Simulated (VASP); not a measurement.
# ZrB2 (P6/mmm) in VASP: notebook

Runs on ZrB2. Level: LDA. Tasks: single point.

Program: VASP 6.6.1. These are calculated values, not measurements. Logs are shortened: lines on timing, memory, paths and dates and some standing lists are left out, and cuts for length are marked.

## Step 1: The cell of the first run

The structure is hexagonal, space group P6/mmm (No. 191). The conventional cell has a = 3.070 Å, b = 3.070 Å, c = 3.547 Å, α = 90.00°, β = 90.00°, γ = 120.00°. Within 3.3 Å of Zr (site symmetry 6/mmm) lie 12 B at 2.51 Å and 6 Zr at 3.07 Å. Within 2.4 Å of B (site symmetry -6m2) lie 3 B at 1.77 Å.

## Step 2: Single point, LDA

Contents of INCAR:

```
SYSTEM = ZrB2
PREC = Accurate
ENCUT = 520
EDIFF = 1E-6
ISMEAR = 0
SIGMA = 0.15
LREAL = .FALSE.
LASPH = .TRUE.
NELM = 60
ALGO = Normal
ISIF = 2
LWAVE = .FALSE.
LCHARG = .FALSE.
NBANDS = 16
```

Contents of KPOINTS:

```
Automatic mesh
0
G
  15 15 12
  0 0 0
```

Contents of POSCAR:

```
ZrB2
1.0
    3.0699000000      0.0000000000      0.0000000000
   -1.5349500000      2.6586113871      0.0000000000
    0.0000000000      0.0000000000      3.5470000000
Zr B
1 2
Direct
    0.0000000000      0.0000000000      0.0000000000
    0.3333333333      0.6666666667      0.5000000000
    0.6666666667      0.3333333333      0.5000000000
```

Potentials or basis: VASP PAW LDA potentials, release 64 (Zr_sv, B).

Command:

```sh
$ cat potpaw_LDA.64/Zr_sv/POTCAR potpaw_LDA.64/B/POTCAR > POTCAR
$ mpirun -np 1 vasp_std > vasp.out
```

OUTCAR:

```text
SYSTEM = ZrB2
   PREC = Accurate
   ENCUT = 520
   EDIFF = 1E-6
   ISMEAR = 0
   LREAL = .FALSE.
   LASPH = .TRUE.
   NELM = 60
   ISIF = 2

 ion  position               nearest neighbor table
   1  0.000  0.000  0.000-   2 2.51   3 2.51   2 2.51   3 2.51   3 2.51   3 2.51   2 2.51   2 2.51
                             3 2.51   3 2.51   2 2.51   2 2.51
   2  0.333  0.667  0.500-   3 1.77   3 1.77   3 1.77   1 2.51   1 2.51   1 2.51   1 2.51   1 2.51
                             1 2.51
   3  0.667  0.333  0.500-   2 1.77   2 1.77   2 1.77   1 2.51   1 2.51   1 2.51   1 2.51   1 2.51
                             1 2.51

  LATTYP: Found a hexagonal cell.
 ALAT       =     3.0699000000
 C/A-ratio  =     1.1554122284

  Lattice vectors:

 A1 = (   3.0699000000,   0.0000000000,   0.0000000000)
 A2 = (  -1.5349500000,   2.6586113871,   0.0000000000)
 A3 = (   0.0000000000,   0.0000000000,   3.5470000000)

Analysis of symmetry for initial positions (statically):
=====================================================================
 Subroutine PRICEL returns:
 Original cell was already a primitive cell.

 Routine SETGRP: Setting up the symmetry group for a
 hexagonal supercell.

 Subroutine GETGRP returns: Found 24 space group operations
 (whereof 24 operations were pure point group operations)
 out of a pool of 24 trial point group operations.

The static configuration has the point symmetry D_6h.

Analysis of symmetry for dynamics (positions and initial velocities):
=====================================================================
 Subroutine PRICEL returns:
 Original cell was already a primitive cell.

 Routine SETGRP: Setting up the symmetry group for a
 hexagonal supercell.

 Subroutine GETGRP returns: Found 24 space group operations
 (whereof 24 operations were pure point group operations)
 out of a pool of 24 trial point group operations.

The dynamic configuration has the point symmetry D_6h.

 Subroutine INISYM returns: Found 24 space group operations
 (whereof 24 operations are pure point group operations),
 and found     1 'primitive' translations

----------------------------------------------------------------------------------------

                                     Primitive cell

  volume of cell :      28.9494

  direct lattice vectors                    reciprocal lattice vectors
     3.069900000  0.000000000  0.000000000     0.325743510  0.188068103  0.000000000
    -1.534950000  2.658611387  0.000000000     0.000000000  0.376136206  0.000000000
     0.000000000  0.000000000  3.547000000     0.000000000  0.000000000  0.281928390

  length of vectors
     3.069900000  3.069900000  3.547000000     0.376136206  0.376136206  0.281928390

  position of ions in fractional coordinates (direct lattice)
     0.000000000  0.000000000  0.000000000
     0.333333333  0.666666667  0.500000000
     0.666666667  0.333333333  0.500000000

  ion indices of the primitive-cell ions
   primitive index   ion index
                 1           1
                 2           2
                 3           3

----------------------------------------------------------------------------------------

 KPOINTS: Automatic mesh

Automatic generation of k-mesh.
 Grid dimensions read from file:
 generate k-points for:   15   15   12

 Generating k-lattice:

  Cartesian coordinates                     Fractional coordinates (reciprocal lattice)
     0.021716234  0.012537874  0.000000000     0.066666667 -0.000000000  0.000000000
     0.000000000  0.025075747  0.000000000     0.000000000  0.066666667  0.000000000
     0.000000000  0.000000000  0.023494033     0.000000000  0.000000000  0.083333333

  Length of vectors
     0.025075747  0.025075747  0.023494033

  Shift w.r.t. Gamma in fractional coordinates (k-lattice)
     0.000000000  0.000000000  0.000000000

 Subroutine IBZKPT returns following result:
 ===========================================

 Found    189 irreducible k-points:

 Following reciprocal coordinates:
            Coordinates               Weight
  0.000000  0.000000  0.000000      1.000000
  0.066667  0.000000  0.000000      6.000000
  0.133333  0.000000  0.000000      6.000000
  0.200000  0.000000  0.000000      6.000000
  0.266667  0.000000  0.000000      6.000000
  0.333333  0.000000  0.000000      6.000000
[... 16 lines left out ...]
  0.333333  0.200000  0.000000     12.000000
  0.400000  0.200000  0.000000      6.000000
 [... further k-points ...]
   k-points           NKPTS =    189   k-points in BZ     NKDIM =    189   number of bands    NBANDS=     16
   number of dos      NEDOS =    301   number of ions     NIONS =      3
   total plane-waves  NPLWV =  16128
   dimension x,y,z NGX =    24 NGY =   24 NGZ =   28
   dimension x,y,z NGXF=    48 NGYF=   48 NGZF=   56
   ions per type =               1   2
   NGX,Y,Z   is equivalent  to a cutoff of  13.00, 13.00, 13.12 a.u.
   NGXF,Y,Z  is equivalent  to a cutoff of  25.99, 25.99, 26.25 a.u.
[... 64 lines left out ...]
 Fermi energy:        11.0965431723

 k-point     1 :       0.0000    0.0000    0.0000
  band No.  band energies     occupation
      1     -37.0815      2.00000
      2     -15.4872      2.00000
      3     -14.7280      2.00000
      4     -14.7280      2.00000
      5      -1.7358      2.00000
      6       8.3139      2.00000
[... 8 lines left out ...]
     15      16.8133      0.00000
     16      17.0754      0.00000

 k-point     2 :       0.0667    0.0000    0.0000
  band No.  band energies     occupation
      1     -37.0741      2.00000
      2     -15.4768      2.00000
      3     -14.7875      2.00000
      4     -14.7407      2.00000
      5      -1.6409      2.00000
      6       8.3882      2.00000
[... 8 lines left out ...]
     15      17.4026      0.00000
     16      17.4877      0.00000

 k-point     3 :       0.1333    0.0000    0.0000
  band No.  band energies     occupation
      1     -37.0532      2.00000
      2     -15.4473      2.00000
      3     -14.9527      2.00000
      4     -14.7764      2.00000
      5      -1.3646      2.00000
      6       7.7099      2.00000
[... 8 lines left out ...]
     15      18.5127      0.00000
     16      18.5503      0.00000

 k-point     4 :       0.2000    0.0000    0.0000
  band No.  band energies     occupation
      1     -37.0221      2.00000
      2     -15.4035      2.00000
      3     -15.1884      2.00000
      4     -14.8285      2.00000
      5      -0.9292      2.00000
      6       6.8154      2.00000
[... 8 lines left out ...]
     15      18.3738      0.00000
     16      19.9290      0.00000

 k-point     5 :       0.2667    0.0000    0.0000
  band No.  band energies     occupation
      1     -36.9862      2.00000
      2     -15.4491      2.00000
      3     -15.3527      2.00000
      4     -14.8876      2.00000
      5      -0.3612      2.00000
      6       5.8436      2.00000
[... 8 lines left out ...]
     15      18.9651      0.00000
     16      21.5209      0.00000

 k-point     6 :       0.3333    0.0000    0.0000
  band No.  band energies     occupation
      1     -36.9515      2.00000
      2     -15.6894      2.00000
      3     -15.3036      2.00000
      4     -14.9433      2.00000
      5       0.3138      2.00000
      6       4.8582      2.00000
[... 8 lines left out ...]
     15      19.9450      0.00000
     16      21.8935      0.00000
[... 267 lines left out ...]
 k-point    21 :       0.2000    0.2000    0.0000
  band No.  band energies     occupation
      1     -36.9432      2.00000
      2     -15.6335      2.00000
      3     -15.2919      2.00000
      4     -15.0840      2.00000
      5       0.4912      2.00000
      6       5.2531      2.00000
[... 8 lines left out ...]
     15      19.0304      0.00000
     16      21.3097      0.00000

 k-point    22 :       0.2667    0.2000    0.0000
  band No.  band energies     occupation
      1     -36.9175      2.00000
      2     -15.7446      2.00000
      3     -15.2554      2.00000
      4     -15.1938      2.00000
      5       1.2078      2.00000
      6       4.5973      2.00000
[... 8 lines left out ...]
     15      19.6194      0.00000
     16      21.9002      0.00000

 k-point    23 :       0.3333    0.2000    0.0000
  band No.  band energies     occupation
      1     -36.8999      2.00000
      2     -15.8139      2.00000
      3     -15.2731      2.00000
      4     -15.2306      2.00000
      5       2.0068      2.00000
      6       3.7903      2.00000
[... 8 lines left out ...]
     15      20.7043      0.00000
     16      21.8407      0.00000

 k-point    24 :       0.4000    0.2000    0.0000
  band No.  band energies     occupation
      1     -36.8937      2.00000
      2     -15.8373      2.00000
      3     -15.3021      2.00000
      4     -15.2217      2.00000
      5       2.7197      2.00000
      6       3.0619      2.00000
[... 8 lines left out ...]
     15      21.4164      0.00000
     16      21.6192      0.00000

 [... further k-points ...]

------------------------ aborting loop because EDIFF is reached ----------------------------------------

  FORCE on cell =-STRESS in cart. coord.  units (eV):
  Direction    XX          YY          ZZ          XY          YZ          ZX
  --------------------------------------------------------------------------------------
  -------------------------------------------------------------------------------------
  Total        2.2377866      2.2377866     -0.3106206      0.0000000     -0.0000000      0.0000000
  in kB      123.8479914    123.8479914    -17.1909780      0.0000000     -0.0000000      0.0000000
  external PRESSURE =      76.8350016 kB  Pullay stress =       0.0000000 kB

 VOLUME and BASIS-vectors are now :
 -----------------------------------------------------------------------------
  energy-cutoff  :      520.00
  volume of cell :       28.95
      direct lattice vectors                 reciprocal lattice vectors
     3.069900000  0.000000000  0.000000000     0.325743510  0.188068103  0.000000000
    -1.534950000  2.658611387  0.000000000     0.000000000  0.376136206  0.000000000
     0.000000000  0.000000000  3.547000000     0.000000000  0.000000000  0.281928390

 POSITION                                       TOTAL-FORCE (eV/Angst)
 -----------------------------------------------------------------------------------
      0.00000      0.00000      0.00000         0.000000      0.000000     -0.000000
     -0.00000      1.77241      1.77350        -0.000000      0.000000      0.000000
      1.53495      0.88620      1.77350         0.000000     -0.000000     -0.000000
 -----------------------------------------------------------------------------------
    total drift:                               -0.000000      0.000000      0.000000

  FREE ENERGIE OF THE ION-ELECTRON SYSTEM (eV)
  ---------------------------------------------------
  free  energy   TOTEN  =       -27.4346031320 eV

  energy  without entropy=      -27.4324490531  energy(sigma->0) =      -27.43352609
```

Wall time 1.7 min (1 thread of Intel Xeon 8259CL, shared host); peak memory 0.2 GiB.

What came out:

```
Free energy            : -27.4346 eV
Pressure               : 7.7 GPa
Band gap on the k mesh : zero (bands 9 and 10 overlap by 1.10 eV)
```

Stress tensor (GPa, compression positive):
```
12.38  0.00  0.00
 0.00 12.38  0.00
 0.00  0.00 -1.72
```

Caveat: the cell stands under pressure.

## Step 3: Single point, LDA

This run uses another cell than the first one, of 9.76 Å³/atom.

Contents of INCAR:

```
  ALGO = Normal
  EDIFF = 1E-6
  ENCUT = 520
  ISIF = 2
  ISMEAR = 0
  LASPH = True
  LCHARG = False
  LREAL = False
  LWAVE = False
  NBANDS = 16
  NELM = 100
  PREC = Accurate
  SIGMA = 0.15
```

Contents of KPOINTS:

```
k-points
0
Gamma
  15 15 12
```

Contents of POSCAR:

```
ZrB2
1.0
    3.0386000000      0.0000000000      0.0000000000
   -1.5193000000      2.6315047919      0.0000000000
    0.0000000000      0.0000000000      3.6633000000
Zr B
1 2
Direct
    0.0000000000      0.0000000000      0.0000000000
    0.3333333333      0.6666666667      0.5000000000
    0.6666666667      0.3333333333      0.5000000000
```

Potentials or basis: VASP PAW LDA potentials, release 64 (Zr_sv, B).

Command:

```sh
$ cat potpaw_LDA.64/Zr_sv/POTCAR potpaw_LDA.64/B/POTCAR > POTCAR
$ mpirun -np 1 vasp_std > vasp.out
```

It took 99 s on 1 thread of Intel Xeon 8259CL, shared host; peak memory 0.2 GiB.

Results (log left out):

* Free energy: -27.3368 eV
* Pressure: 5.4 GPa
* Band gap on the k mesh: zero (bands 9 and 10 overlap by 0.97 eV)

Stress tensor (GPa, compression positive):
```
 15.07   0.00   0.00
  0.00  15.07   0.00
  0.00   0.00 -13.97
```

Levels at points of the mesh, in eV from the Fermi level:
```
           k point  band 5  band 6  band 7  band 8  band 9  band 10  band 11  band 12  band 13  band 14
(0.00, 0.00, 0.00)  -12.77   -2.83   -2.75   -2.04   -2.04     3.80     3.80     3.87     3.87     6.08
(0.00, 0.00, 0.50)  -10.80   -6.98   -0.48   -0.48    0.71     0.92     0.92     1.23     1.23     6.12
```

Caveat: the cell stands under pressure.

## Step 4: Single point, LDA

This run uses another cell than the first one, of 9.72 Å³/atom.

Contents of INCAR:

```
ALGO = Normal ; EDIFF = 1E-7
ENCUT = 520 ; GGA = CA
ISIF = 2 ; ISMEAR = 0
LASPH = True ; LCHARG = False
LREAL = False ; LWAVE = False
NBANDS = 16 ; NELM = 60
PREC = Accurate ; SIGMA = 0.15
```

KPOINTS is that of step 3.

Contents of POSCAR:

```
ZrB2
1.0
    3.1325412665      0.0000000000      0.0000000000
   -1.5662706333      2.7128603152      0.0000000000
    0.0000000000      0.0000000000      3.4308000000
Zr B
1 2
Direct
    0.0000000000      0.0000000000      0.0000000000
    0.3333333333      0.6666666667      0.5000000000
    0.6666666667      0.3333333333      0.5000000000
```

Command:

```sh
$ cat potpaw_LDA.64/Zr_sv/POTCAR potpaw_LDA.64/B/POTCAR > POTCAR
$ mpirun -np 1 vasp_std > vasp.out
```

It took 1.8 min on 1 thread of Intel Xeon 8259CL, shared host; peak memory 0.2 GiB.

The run converged. Its results:

```
Free energy            : -27.4687 eV
Pressure               : 4.9 GPa
Band gap on the k mesh : zero (bands 9 and 10 overlap by 0.90 eV)
```

Stress tensor (GPa, compression positive):
```
2.99 0.00 0.00
0.00 2.99 0.00
0.00 0.00 8.82
```

Levels at points of the mesh, in eV from the Fermi level:
```csv
k point,band 5,band 6,band 7,band 8,band 9,band 10,band 11,band 12,band 13,band 14
"(0.00, 0.00, 0.00)",-12.77,-2.85,-2.85,-2.67,-2.12,3.61,3.61,4.57,4.57,5.11
"(0.00, 0.00, 0.50)",-10.42,-7.04,-1.05,-1.05,0.17,0.17,0.80,0.80,2.24,5.00
```

Caveat: the cell stands under pressure.

## Step 5: Single point, LDA

This run uses another cell than the first one, of 9.75 Å³/atom.

Contents of INCAR:

```
SYSTEM = ZrB2
ALGO = Normal
EDIFF = 1E-6
ENCUT = 520
ISIF = 2
ISMEAR = 0
LASPH = .TRUE.
LCHARG = .FALSE.
LREAL = .FALSE.
LWAVE = .FALSE.
NBANDS = 16
NELM = 60
PREC = Accurate
SIGMA = 0.15
```

Contents of KPOINTS:

```
k-points
0
G
  15 15 12
  0 0 0
```

Contents of POSCAR:

```
ZrB2
1.0
    3.1639000000      0.0000000000      0.0000000000
   -1.5819500000      2.7400177750      0.0000000000
    0.0000000000      0.0000000000      3.3726000000
Zr B
1 2
Direct
    0.0000000000      0.0000000000      0.0000000000
    0.3333333333      0.6666666667      0.5000000000
    0.6666666667      0.3333333333      0.5000000000
```

Command:

```sh
$ cat potpaw_LDA.64/Zr_sv/POTCAR potpaw_LDA.64/B/POTCAR > POTCAR
$ mpirun -np 1 vasp_std > vasp.out
```

Run time: 74 s. Hardware: 1 thread of Intel Xeon 8259CL, shared host; peak memory 0.2 GiB.

It converged, with:

```yaml
Free_energy: -27.4360 eV
Pressure: 4.0 GPa
Band_gap_on_the_k_mesh: zero (bands 9 and 10 overlap by 0.75 eV)
```

Stress tensor (GPa, compression positive):
```
-1.15  0.00  0.00
 0.00 -1.15  0.00
 0.00  0.00 14.22
```

Levels at points of the mesh, in eV from the Fermi level:
```tsv
k point	band 7	band 8	band 9	band 10	band 11	band 12
(0.00, 0.00, 0.00)	-3.05	-2.61	-1.91	3.59	3.59	4.69
(0.00, 0.00, 0.50)	-1.17	-1.17	-0.10	-0.10	0.78	0.78
```

Caveat: the cell stands under pressure.

## Step 6: Single point, LDA

This run uses another cell than the first one, of 9.77 Å³/atom.

Contents of INCAR:

```
  PREC = Accurate
  ENCUT = 520
  EDIFF = 1E-7
  ISMEAR = 0
  SIGMA = 0.15
  LREAL = F
  LASPH = T
  NELM = 60
  ALGO = Normal
  ISIF = 2
  LWAVE = F
  LCHARG = F
  GGA = CA
  NBANDS = 16
```

Contents of KPOINTS:

```
regular mesh
0
Gamma
  15 15 12
```

Contents of POSCAR:

```
ZrB2
1.0
    3.1952000000      0.0000000000      0.0000000000
   -1.5976000000      2.7671243702      0.0000000000
    0.0000000000      0.0000000000      3.3145000000
Zr B
1 2
Direct
    0.0000000000      0.0000000000      0.0000000000
    0.3333333333      0.6666666667      0.5000000000
    0.6666666667      0.3333333333      0.5000000000
```

Potentials or basis: VASP PAW LDA potentials, release 64 (Zr_sv, B).

Command:

```sh
$ cat potpaw_LDA.64/Zr_sv/POTCAR potpaw_LDA.64/B/POTCAR > POTCAR
$ mpirun -np 1 vasp_std > vasp.out
```

Wall time 89 s (1 thread of Intel Xeon 8259CL, shared host); peak memory 0.2 GiB.

The run converged. Its results:

* Free energy: -27.3710 eV
* Pressure: 3.3 GPa
* Band gap on the k mesh: zero (bands 9 and 10 overlap by 1.07 eV)

Stress tensor (GPa, compression positive):
```
-4.96  0.00  0.00
 0.00 -4.96  0.00
 0.00  0.00 19.73
```

Levels at points of the mesh, in eV from the Fermi level:
```csv
k point,band 5,band 6,band 7,band 8,band 9,band 10,band 11,band 12,band 13,band 14
"(0.00, 0.00, 0.00)",-12.67,-3.22,-3.22,-2.54,-1.66,3.60,3.60,4.30,4.88,4.88
"(0.00, 0.00, 0.50)",-10.13,-7.01,-1.26,-1.26,-0.34,-0.34,0.77,0.77,3.22,4.45
```

Caveat: the cell stands under pressure.

## Step 7: Summary

| cell | gap on the mesh (eV) | pressure (GPa) |
| --- | --- | --- |
| a = 3.070, b = 3.070, c = 3.547 Å, angles 90.0, 90.0, 120.0°, 3 atoms | none | 7.7 |
| a = 3.039, b = 3.039, c = 3.663 Å, angles 90.0, 90.0, 120.0°, 3 atoms | none | 5.4 |
| a = 3.133, b = 3.133, c = 3.431 Å, angles 90.0, 90.0, 120.0°, 3 atoms | none | 4.9 |
| a = 3.164, b = 3.164, c = 3.373 Å, angles 90.0, 90.0, 120.0°, 3 atoms | none | 4.0 |
| a = 3.195, b = 3.195, c = 3.314 Å, angles 90.0, 90.0, 120.0°, 3 atoms | none | 3.3 |

Alike in all rows: task single point; level LDA; potentials or basis VASP PAW LDA potentials, release 64 (Zr_sv, B); no spin polarisation; k mesh 15 × 15 × 12; cutoff (eV) 520; smearing gaussian 0.15 eV.

Caveats: the cell stands under pressure.

Absolute energies hang on the potentials; compare differences alone.
